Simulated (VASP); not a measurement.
Crystal: TlPbF3.

```
Tl Pb F
1.0
     4.89765    0.00000    0.00000
     0.00000    4.89765    0.00000
     0.00000    0.00000    4.89765
Tl Pb F
1 1 3
Direct
  0.00000 0.00000 0.00000
  0.50000 0.50000 0.50000
  0.50000 0.50000 0.00000
  0.50000 0.00000 0.50000
  0.00000 0.50000 0.50000
```

This cell differs from its parent crystal: strain +2.5%.

Base run:

| Item | Value |
| --- | --- |
| Program | VASP 6.6.1 |
| Functional | PBE |
| Potentials or basis | VASP PAW PBE potentials, release 64 (Tl_d, Pb_d, F) |
| Cutoff | 520 eV |
| k mesh | 6 × 6 × 6 |
| Occupations | fermi-dirac, width 0.02 eV |
| Spin | no spin polarisation |

Its results: band gap on the k mesh 1.99 eV (least direct gap 2.84 eV); pressure -1.2 GPa.

Question: The run is repeated on the same cell with these changes: functional from PBE to r2SCAN; occupations from fermi-dirac, width 0.02 eV to gaussian, width 0.01 eV. What comes out?

Answer: Band gap on the k mesh 2.25 eV (least direct gap 3.14 eV); pressure -3.0 GPa.

Caveats: spin-orbit coupling is left out, which moves the levels of the heavy elements; the cell stands under tension (at least some runs); the PAW data sets were made with another functional, which shifts forces and pressure a little (at least some runs).

A k mesh can miss the band edges.
